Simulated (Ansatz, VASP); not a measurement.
## Se in VASP and in Ansatz

The input INCAR:

```
SYSTEM = Se
ALGO = Normal
EDIFF = 1E-6
ENCUT = 520
GGA = RE
ISIF = 2
ISMEAR = -1
LASPH = .TRUE.
LCHARG = .FALSE.
LREAL = .FALSE.
LWAVE = .FALSE.
NBANDS = 13
NELM = 60
PREC = Accurate
SIGMA = 0.1
```

The input KPOINTS:

```
k-points
0
G
  11 11 9
  0 0 0
```

POSCAR

```
Se
1.0
    3.8430913855      0.0000000000      0.0000000000
   -1.9215456928      3.3282147689      0.0000000000
    0.0000000000      0.0000000000      4.0042858255
Se
2
Direct
    0.3333333333      0.6666666667      0.2500000000
    0.6666666667      0.3333333333      0.7500000000
```

Input for Ansatz:

```yaml
crystal:
  lattice:
    - [3.8430913855, 0.0, 0.0]
    - [-1.9215456928, 3.3282147689, 0.0]
    - [0.0, 0.0, 4.0042858255]
  atoms:
    - { symbol: Se, position: [0.3333333333, 0.6666666667, 0.25] }
    - { symbol: Se, position: [0.6666666667, 0.3333333333, 0.75] }
hamiltonian:
  xc: revpbe
  pseudopotentials:
    kind: paw
    azcp:
      Se: "pseudopotentials/Se.paw.azcp"
basis:
  ecutwfc: 420
  fft_grid_basis: typed
kpoints:
  mp_grid: { grid: [11, 11, 9], shift: [0, 0, 0] }
magnetization:
  spin_polarized: false
scf:
  occupations: { method: fermi_dirac, width: 0.1 }
  lower_state_search: "off"
output:
  stress: true
```

Alike in both runs: task single point; functional revPBE; k mesh 11 × 11 × 9; occupations fermi-dirac, width 0.1 eV; no spin polarisation.

|  | VASP | Ansatz |
| --- | --- | --- |
| version | VASP 6.6.1 | Ansatz 0.2.0 |
| potentials or method | VASP PAW PBE potentials, release 64 (Se), cutoff 520 eV | plane waves (420 eV) with PAW, scalar-relativistic |
| valence electrons in the cell | 12 | 32 |

|  | VASP | Ansatz | Ansatz less VASP |
| --- | --- | --- | --- |
| pressure (GPa) | -5.4 | -5.4 | +0.02 |
| traceless stress, the component that is largest in VASP (GPa) | -2.36 | -2.36 | +0.002 |

VASP's potentials were made for PBE, not for revPBE. The functional is the same, so the differences come from potentials, cutoffs and numerics. VASP's potentials hold 12 valence electrons a cell and Ansatz's 32, so a difference there can come from the potentials and not from the codes.
